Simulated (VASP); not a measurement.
RbSr: relaxation of cell and atoms with PBE

RbSr:

```xyz
2
Lattice="3.8145 0.0000 0.0000 -1.9072 3.3034 0.0000 0.0000 0.0000 6.3865" Properties=species:S:1:pos:R:3 pbc="T T T"
Rb    0.0000    0.0000    0.0000
Sr    0.0000    0.0000    3.1932
```

The cell was generated, and may not be a known phase.

```yaml
Program: VASP 6.6.1
Task: relaxation of cell and atoms
Functional: PBE
Potentials_or_basis: VASP PAW PBE potentials, release 64 (Rb_sv, Sr_sv)
Cutoff: 600 eV
k_mesh: 6 × 6 × 4
Occupations: gaussian, width 0.1 eV
Spin: no spin polarisation
Dipole_correction: no
Further_INCAR_settings: ALGO = Normal; EDIFF = 1e-06; IBRION = 2; EDIFFG = -0.04; NSW = 90; ISIF = 3
```

```json
{
  "Relaxed volume": "71.05 Å³/atom",
  "Relaxed cell": "a = 4.343 Å, b = 4.343 Å, c = 8.700 Å, α = 90.00°, β = 90.00°, γ = 120.00°",
  "Space group after relaxing (to 0.1 Å)": "P6/mmm (No. 191)",
  "Energy gained by relaxing": "535.0 meV/atom",
  "Ionic steps": "8",
  "Pressure after relaxing": "0.0 GPa",
  "Band gap on the k mesh": "zero (an odd number of electrons rules out a gap without spin polarisation)"
}
```

Step by step:
| step | energy change (eV) | largest force (eV/Å) | pressure (GPa) | volume (Å³) |
| --- | --- | --- | --- | --- |
| 1 | 0.0000 | 0.0000 | 6.90 | 80.48 |
| 2 | -0.7530 | 0.0000 | 2.68 | 102.16 |
| 3 | -1.0137 | 0.0000 | 0.96 | 123.12 |
| 4 | -0.9825 | 0.0000 | -0.65 | 172.39 |
| 5 | -1.0651 | 0.0000 | -0.16 | 147.30 |
| 6 | -1.0696 | 0.0000 | 0.06 | 140.30 |
| 7 | -1.0697 | 0.0000 | 0.01 | 141.70 |
| 8 | -1.0700 | 0.0000 | -0.01 | 142.11 |

Final structure:
```yaml
crystal:
  lattice:
    - [4.34299, 0.00000, 0.00000]
    - [-2.17150, 3.76114, 0.00000]
    - [0.00000, 0.00000, 8.69968]
  atoms:
    - { symbol: Rb, position: [0.00000, 0.00000, 0.00000] }
    - { symbol: Sr, position: [0.00000, 0.00000, 0.50000] }
```

Levels at points of the mesh, in eV from the Fermi level:
```csv
k point,band 8,band 9,band 10,band 11,band 12,band 13
"(0.00, 0.00, 0.00)",-12.96,-3.00,-0.94,-0.25,1.34,2.14
"(0.50, 0.00, 0.00)",-13.02,-0.69,0.15,0.17,0.86,1.79
"(0.00, 0.00, 0.50)",-12.96,-2.73,-1.80,0.76,1.25,2.15
"(0.50, 0.00, 0.50)",-13.02,-0.48,0.08,0.27,0.62,1.61
```

Wall time 82 s on 1 thread of Intel(R) Xeon(R) 6975P-C (Granite Rapids), with other jobs on the host, peak memory 0.24 GiB.

Caveat: the volume moved by over 15 % at a fixed basis, so the end points are rough.
